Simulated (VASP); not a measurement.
Input of a VASP 6.6.1 run:

Contents of INCAR:

```
ALGO = Normal
DIPOL = 0.5 0.5 0.359
EDIFF = 1E-7
ENCUT = 520
GGA = PE
IDIPOL = 3
ISIF = 2
ISMEAR = 0
LASPH = True
LCHARG = True
LDIPOL = True
LELF = True
LREAL = False
LVACPOTAV = True
LVHAR = True
LWAVE = False
NBANDS = 33
NELM = 100
PREC = Accurate
SIGMA = 0.1
```

File KPOINTS:

```
k-points
0
Gamma
  8 8 1
```

The input POSCAR:

```
Ta4S
1.0
    3.3189671341      0.0000000000      0.0000000000
    0.0000000000      3.3189671341      0.0000000000
    0.0000000000      0.0000000000     20.2996559613
Ta S
4 1
Direct
    0.5000000000      0.5000000000      0.1970476745
    0.0000000000      0.0000000000      0.2787970189
    0.5000000000      0.5000000000      0.3599139055
    0.0000000000      0.0000000000      0.4334879359
    0.0000000000      0.3750000000      0.5263155410
```

Potentials or basis: VASP PAW PBE potentials, release 64 (Ta_pv, S).

Launch:

```console
$ cat potpaw_PBE.64/Ta_pv/POTCAR potpaw_PBE.64/S/POTCAR > POTCAR
$ mpirun -np 1 vasp_std > vasp.out
```

Estimate the largest force.

2.299 eV/Å.

What does it give for the band gap on the k mesh?

Zero (band 25 reaches -0.14 eV, above the bottom of band 26 at -0.89 eV).

Forces on the atoms (eV/Å):
```
Ta   0.000  0.105  1.142
Ta   0.000 -0.017 -1.290
Ta   0.000 -0.269 -1.957
Ta   0.000 -0.927  2.104
S    0.000  1.107  0.001
```

Caveat: spin-orbit coupling is left out, which moves the levels of the heavy elements.
